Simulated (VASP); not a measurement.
## CS2: single point with PBE

CS2:

```
CELL_PARAMETERS angstrom
3.64579 -2.99431 0.00000
3.64579 2.99431 0.00000
0.00000 0.00000 9.85126
ATOMIC_POSITIONS crystal
S 0.18152 0.81848 0.88687
S 0.31848 0.68152 0.38687
S 0.68152 0.31848 0.61313
S 0.81848 0.18152 0.11313
C 0.50000 0.50000 0.50000
C 0.00000 0.00000 0.00000
```

```yaml
Program: VASP 6.6.1
Task: single point
Functional: PBE
Potentials_or_basis: VASP PAW PBE potentials, release 64 (S, C)
Cutoff: 520 eV
k_mesh: 6 × 6 × 3
Occupations: fermi-dirac, width 0.05 eV
Spin: no spin polarisation
```

| Item | Value |
| --- | --- |
| Pressure | 0.0 GPa |
| Band gap on the k mesh | 3.43 eV, direct |

Forces in eV/Å, atoms in the order of the input:
```
S    0.000 -0.001 -0.003
S    0.000  0.001 -0.003
S    0.000 -0.001  0.003
S    0.000  0.001  0.003
C    0.000  0.000  0.000
C    0.000  0.000  0.000
```

Levels at points of the mesh, in eV from the valence-band top:
| k point | band 12 | band 13 | band 14 | band 15 | band 16 | band 17 | band 18 | band 19 | band 20 | band 21 |
| --- | --- | --- | --- | --- | --- | --- | --- | --- | --- | --- |
| (0.00, 0.00, 0.00) | -2.76 | -0.48 | -0.37 | -0.34 | -0.19 | 3.48 | 3.57 | 3.79 | 4.01 | 5.25 |
| (0.50, 0.00, 0.00) | -2.87 | -0.30 | -0.30 | -0.14 | -0.14 | 3.56 | 3.56 | 3.71 | 3.71 | 6.73 |
| (0.50, 0.50, 0.00) | -3.02 | -0.57 | -0.48 | -0.27 | 0.00 | 3.43 | 3.48 | 4.11 | 4.16 | 6.38 |

It took 110 s on 1 thread of Intel(R) Xeon(R) Platinum 8488C (Sapphire Rapids), with other jobs on the host, peak memory 0.35 GiB.

A k mesh can miss the band edges. As with any semilocal functional, this PBE gap is likely too small.
